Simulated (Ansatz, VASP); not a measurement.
## MoS2 in VASP and in Ansatz

```xyz
3
Lattice="1.5815 0.9131 6.3070 -1.5815 0.9131 6.3070 0.0000 -1.8262 6.3070" Properties=species:S:1:pos:R:3 pbc="T T T"
Mo    0.0000    0.0000    0.0000
S     0.0000    0.0000   14.1605
S     0.0000    0.0000   11.0669
```

Change from the starting cell: zz strain of +3 %, PAW files.

Alike in both runs: task electric field gradients; functional PBE; k mesh 13 × 13 × 13; occupations fermi-dirac, width 0.05 eV; no spin polarisation.

|  | VASP | Ansatz |
| --- | --- | --- |
| version | VASP 6.6.1 | Ansatz 0.2.0 |
| potentials or method | VASP PAW PBE potentials, release 64 (Mo_sv, S) | PAW with Ansatz's default frozen-core files, scalar-relativistic |
| plane-wave cutoff (eV) | 520 | 420 |
| valence electrons in the cell | 26 | 26 |

|  | VASP | Ansatz | Ansatz less VASP |
| --- | --- | --- | --- |
| pressure (GPa) | 3.9 | 4.1 | +0.14 |
| traceless stress, the component that is largest in VASP (GPa) | 0.93 | 0.97 | +0.041 |
| rms of the force components (eV/Å) | 0.169 | 0.175 | +0.0067 |
| size of Vzz on the site where it differs most (V/Å²) | 81.9 | 78.6 | -3.35 |

Atom by atom the forces differ by 0.007 eV/Å (rms over components).
